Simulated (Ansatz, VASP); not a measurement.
PtSe2: VASP beside Ansatz

```
Pt Se
1.0
     5.68242    0.00000    0.00000
     0.00000    5.68242    0.00000
     0.00000    0.00000    3.92678
Pt Se
2 4
Direct
  0.00000 0.00000 0.00000
  0.50000 0.50000 0.50000
  0.31010 0.31010 0.00000
  0.18990 0.81010 0.50000
  0.81010 0.18990 0.50000
  0.68990 0.68990 0.00000
```

Alike in both runs: task single point; functional PBE; k mesh 4 × 4 × 6; occupations fermi-dirac, width 0.02 eV; no spin polarisation.

|  | VASP | Ansatz |
| --- | --- | --- |
| version | VASP 6.6.1 | Ansatz 0.2.0 |
| potentials or method | VASP PAW PBE potentials, release 64 (Pt, Se) | plane waves, PAW |
| plane-wave cutoff (eV) | 520 | 420 |
| valence electrons in the cell | 44 | 100 |

|  | VASP | Ansatz | Ansatz less VASP |
| --- | --- | --- | --- |
| pressure (GPa) | 7.1 | 7.2 | +0.01 |
| traceless stress, the component that is largest in VASP (GPa) | 1.77 | 1.78 | +0.009 |
| rms of the force components (eV/Å) | 0.087 | 0.087 | -0.0001 |

Atom by atom the forces differ by 0.000 eV/Å (rms over components). VASP's potentials hold 44 valence electrons a cell and Ansatz's 100, so a difference there can come from the potentials and not from the codes.

Neither program's run includes spin-orbit coupling.
